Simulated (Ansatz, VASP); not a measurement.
# VPt3 in VASP and in Ansatz

File INCAR:

```
PREC = Accurate ; ENCUT = 520
EDIFF = 1E-6 ; ISMEAR = -1
SIGMA = 0.15 ; LREAL = F
LASPH = T ; NELM = 150
ALGO = Normal ; ISIF = 2
LWAVE = F ; LCHARG = T
ISPIN = 2 ; MAGMOM = 1.5 0 0 0
LORBIT = 11 ; LMAXMIX = 4
GGA = CA ; LELF = T
LVHAR = T ; NBANDS = 34
```

Contents of KPOINTS:

```
regular mesh
0
Gamma
  6 6 6
```

POSCAR

```
VPt3
1.0
    3.8700000000      0.0000000000      0.0000000000
    0.0000000000      3.8700000000      0.0000000000
    0.0000000000      0.0000000000      3.8700000000
V Pt
1 3
Direct
    0.0025839793      0.0000000000      0.0000000000
    0.0000000000      0.5000000000      0.5000000000
    0.5000000000      0.0000000000      0.5000000000
    0.5000000000      0.5000000000      0.0000000000
```

Input for Ansatz:

```yaml
crystal:
  lattice:
    - [3.87, 0.0, 0.0]
    - [0.0, 3.87, 0.0]
    - [0.0, 0.0, 3.87]
  atoms:
    - { symbol: V, position: [0.002583979328165374, 0.0, 0.0] }
    - { symbol: Pt, position: [0.0, 0.5, 0.5] }
    - { symbol: Pt, position: [0.5, 0.0, 0.5] }
    - { symbol: Pt, position: [0.5, 0.5, 0.0] }
kpoints:
  mp_grid:
    grid: [6, 6, 6]
hamiltonian:
  xc: lda
magnetization:
  spin_polarized: true
  per_species:
    V: 1.5
scf:
  occupations:
    method: fermi_dirac
    width: 0.15
output:
  forces: true
```

Alike in both runs: task single point; functional LDA; k mesh 6 × 6 × 6; occupations fermi-dirac, width 0.15 eV; collinear spin.

|  | VASP | Ansatz |
| --- | --- | --- |
| version | VASP 6.6.1 | Ansatz 0.2.0 |
| potentials or method | VASP PAW LDA potentials, release 64 (V_sv, Pt) | plane waves, PAW |
| plane-wave cutoff (eV) | 520 | 420 |
| valence electrons in the cell | 43 | 67 |

Ansatz gave:

- rms of the force components (eV/Å): 0.015
- net moment per atom (μB): 0.32
- size of the moment on the site where the two differ most (μB): 1.23

Task: Estimate VASP's values.

Result: rms of the force components (eV/Å): 0.013; net moment per atom (μB): 0.00; size of the moment on the site where the two differ most (μB): 0.00.

The net moments are unlike, so the other rows may belong to different states. LDA's correlation is that of Perdew and Zunger in VASP and of Perdew and Wang (1992) in Ansatz. Site moments also hang on the region over which each program counts them. Atom by atom the forces differ by 0.002 eV/Å (rms over components). VASP's potentials hold 43 valence electrons a cell and Ansatz's 67, so a difference there can come from the potentials and not from the codes.

Spin-orbit coupling is off throughout.
